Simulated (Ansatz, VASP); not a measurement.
## Rh in VASP and in Ansatz

The input POSCAR:

```
Rh
1.0
    0.0000000000      1.9008071574      1.9008071574
    1.9008071574      0.0000000000      1.9008071574
    1.9008071574      1.9008071574      0.0000000000
Rh
1
Direct
    0.0000000000      0.0000000000      0.0000000000
```

INCAR.step1

```
PREC = Accurate
ENCUT = 680
ISMEAR = -1
SIGMA = 0.1
LREAL = False
LASPH = True
NELM = 120
NBANDS = 14
GGA = PE
ALGO = Normal
EDIFF = 1E-5
LWAVE = True
LCHARG = False
GGA_COMPAT = False
```

Contents of INCAR.step2:

```
PREC = Accurate
ENCUT = 680
EDIFF = 1E-6
ISMEAR = -1
SIGMA = 0.1
LREAL = False
LASPH = True
NELM = 120
ALGO = Normal
ISIF = 2
LWAVE = False
LCHARG = False
METAGGA = R2SCAN
LMIXTAU = True
NBANDS = 14
ISTART = 1
GGA_COMPAT = False
```

File KPOINTS:

```
regular mesh
0
Gamma
  14 14 14
```

Input for Ansatz:

```yaml
crystal:
  lattice:
    - [0.0, 1.9008071574, 1.9008071574]
    - [1.9008071574, 0.0, 1.9008071574]
    - [1.9008071574, 1.9008071574, 0.0]
  atoms:
    - { symbol: Rh, position: [0.0, 0.0, 0.0] }
hamiltonian:
  xc: r2scan
  pseudopotentials:
    kind: paw
    azcp:
      Rh: "pseudopotentials/Rh.paw.azcp"
basis:
  ecutwfc: 800
  fft_grid_basis: typed
kpoints:
  mp_grid: { grid: [14, 14, 14], shift: [0, 0, 0] }
magnetization:
  spin_polarized: false
scf:
  occupations: { method: fermi_dirac, width: 0.1 }
  lower_state_search: "off"
output:
  stress: true
```

Alike in both runs: task single point; functional r2SCAN; k mesh 14 × 14 × 14; occupations fermi-dirac, width 0.1 eV; no spin polarisation.

```csv
,VASP,Ansatz
version,VASP 6.6.1,Ansatz 0.2.0
potentials or method,"VASP PAW PBE potentials, release 64 (Rh_sv_GW), cutoff 680 eV","plane waves (800 eV) with PAW, scalar-relativistic"
valence electrons in the cell,17,17
```

```csv
,VASP,Ansatz,Ansatz less VASP
pressure (GPa),0.1,0.0,-0.06
```

VASP's potentials were made for PBE, not for r2SCAN. With one functional, cell and mesh, what is left measures potentials, basis and numerics.
